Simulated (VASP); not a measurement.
## W3C: single point with LDA

System: W3C, a slab with vacuum.

```xyz
4
Lattice="2.8093 0.0000 0.0000 0.0000 2.8093 0.0000 0.0000 0.0000 19.3573" Properties=species:S:1:pos:R:3 pbc="T T T"
W     1.4047    1.4047    4.0000
W     0.0000    0.0000    5.9286
W     1.4047    1.4047    7.8573
C     1.8729    2.3411    9.3260
```

```json
{
 "Program": "VASP 6.6.1",
 "Task": "single point",
 "Functional": "LDA",
 "Potentials or basis": "VASP PAW LDA potentials, release 64 (W_sv, C)",
 "Cutoff": "520 eV",
 "k mesh": "9 × 9 × 1",
 "Occupations": "gaussian, width 0.1 eV",
 "Spin": "no spin polarisation",
 "Dipole correction": "yes",
 "Further INCAR settings": "ALGO = Normal; EDIFF = 1e-06; NBANDS = 31"
}
```

- Largest force: 2.144 eV/Å
- Band gap on the k mesh: zero (bands 23 and 24 overlap by 1.15 eV)

Forces in eV/Å, atoms in the order of the input:
```
W    0.058  0.085 -0.239
W    0.040  0.203 -0.551
W   -0.940 -1.823  0.625
C    0.841  1.535  0.164
```

Levels at points of the mesh, in eV from the Fermi level:
| k point | band 20 | band 21 | band 22 | band 23 | band 24 | band 25 | band 26 | band 27 |
| --- | --- | --- | --- | --- | --- | --- | --- | --- |
| (0.00, 0.00, 0.00) | -1.47 | -0.86 | -0.21 | 0.31 | 0.76 | 1.60 | 1.76 | 2.61 |

It took 4.3 min on 1 thread of Intel(R) Xeon(R) 6975P-C (Granite Rapids) (shared host), peak memory 0.32 GiB.

Caveat: spin-orbit coupling is left out, which moves the levels of the heavy elements.
